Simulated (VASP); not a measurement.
A run of VASP 6.6.1:

The input INCAR:

```
PREC     = Accurate       # precision mode
ENCUT    = 600            # plane-wave cutoff, eV
EDIFF    = 1E-6           # SCF threshold, eV
ISMEAR   = 0              # smearing method
SIGMA    = 0.05           # smearing width, eV
LREAL    = False          # projectors in reciprocal space
LASPH    = True           # aspherical terms in the spheres
NELM     = 80             # most SCF steps
ALGO     = Normal         # electronic algorithm
ISIF     = 3              # what is computed and relaxed
LWAVE    = False          # write WAVECAR
LCHARG   = False          # write CHGCAR
GGA      = PS             # functional
IBRION   = 2              # ionic algorithm
NSW      = 60             # ionic steps
EDIFFG   = -0.01          # ionic threshold
```

File KPOINTS:

```
regular mesh
0
Gamma
  5 5 5
```

Contents of POSCAR:

```
Li3Zn
1.0
    5.6964500000      0.0000000000      0.0000000000
   -2.8482300000      4.9332700000      0.0000000000
    0.0000000000      0.0000000000      4.6122200000
Li Zn
6 2
Direct
    0.3442900000      0.1721500000      0.7500000000
    0.8278500000      0.1721500000      0.7500000000
    0.8278500000      0.6557100000      0.7500000000
    0.6557100000      0.8278500000      0.2500000000
    0.1721500000      0.8278500000      0.2500000000
    0.1721500000      0.3442900000      0.2500000000
    0.6666666667      0.3333333333      0.2500000000
    0.3333333333      0.6666666667      0.7500000000
```

Potentials or basis: VASP PAW PBE potentials, release 64 (Li_sv, Zn).

Launch:

```console
$ cat potpaw_PBE.64/Li_sv/POTCAR potpaw_PBE.64/Zn/POTCAR > POTCAR
$ mpirun -np 1 vasp_std > vasp.out
```

Hardware: 1 thread of Intel(R) Xeon(R) Platinum 8488C (Sapphire Rapids), on a shared host.

Task: How long does it take, and how much memory?

Result: Wall time 6.3 min on 1 thread of Intel(R) Xeon(R) Platinum 8488C (Sapphire Rapids), on a shared host, peak memory 0.34 GiB. Counts: scf iterations 53, k points 27, ion steps 8.
